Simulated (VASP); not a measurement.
Input of a VASP 6.6.1 run:

Contents of INCAR:

```
PREC = Accurate ; ENCUT = 520
EDIFF = 1E-7 ; ISMEAR = 0
SIGMA = 0.1 ; LREAL = F
LASPH = T ; NELM = 60
ALGO = Normal ; ISIF = 2
LWAVE = F ; LCHARG = F
GGA = PS ; IVDW = 12
NBANDS = 16
```

KPOINTS

```
regular mesh
0
Gamma
  12 12 6
```

Contents of POSCAR:

```
AlN
1.0
    3.1978128386      0.0000000000      0.0000000000
   -1.5989064193      2.7693865791      0.0000000000
    0.0000000000      0.0000000000      4.0430476239
Al N
2 2
Direct
    0.3333333333      0.6666666667      0.7500000000
    0.6666666667      0.3333333333      0.2500000000
    0.3333333333      0.6666666667      0.2500000000
    0.6666666667      0.3333333333      0.7500000000
```

Potentials or basis: VASP PAW PBE potentials, release 64 (Al, N).

Command:

```bash
$ cat potpaw_PBE.64/Al/POTCAR potpaw_PBE.64/N/POTCAR > POTCAR
$ mpirun -np 1 vasp_std > vasp.out
```

Question: Estimate the pressure.

Answer: 18.0 GPa.

Question: What does it give for the band gap on the k mesh?

Answer: 3.96 eV, direct.

Question: What does it give for the dispersion energy per atom?

Answer: -0.264 eV.

Stress tensor (GPa, compression positive):
```
20.16  0.00  0.00
 0.00 20.16  0.00
 0.00  0.00 13.73
```

Caveat: the PAW data sets were made with another functional, which shifts forces and pressure a little. A k mesh can miss the band edges.
